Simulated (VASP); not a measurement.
Input of a VASP 6.6.1 run:

INCAR

```
SYSTEM = TaBi
PREC = Accurate
ENCUT = 520
EDIFF = 1E-6
ISMEAR = 0
SIGMA = 0.05
LREAL = .False.
LASPH = .True.
NELM = 60
ALGO = Fast
ISIF = 2
LWAVE = .False.
LCHARG = .False.
GGA = PE
NBANDS = 20
```

Contents of KPOINTS:

```
regular mesh
0
Gamma
  10 10 10
  0 0 0
```

POSCAR

```
TaBi
1.0
    0.0000000000      3.3347628194      3.3347628194
    3.3347628194      0.0000000000      3.3347628194
    3.3347628194      3.3347628194      0.0000000000
Ta Bi
1 1
Direct
    0.0000000000      0.0000000000      0.0000000000
    0.2500000000      0.2500000000      0.2500000000
```

Potentials or basis: VASP PAW PBE potentials, release 64 (Ta_pv, Bi_d).

Run with:

```console
$ cat potpaw_PBE.64/Ta_pv/POTCAR potpaw_PBE.64/Bi_d/POTCAR > POTCAR
$ mpirun -np 1 vasp_std > vasp.out
```

Question: What does it give for the band gap on the k mesh?

Answer: Zero (bands 13 and 14 overlap by 0.34 eV).

Question: Estimate the pressure.

Answer: -4.9 GPa.

Caveat: the cell stands under tension; spin-orbit coupling is left out, which moves the levels of the heavy elements.
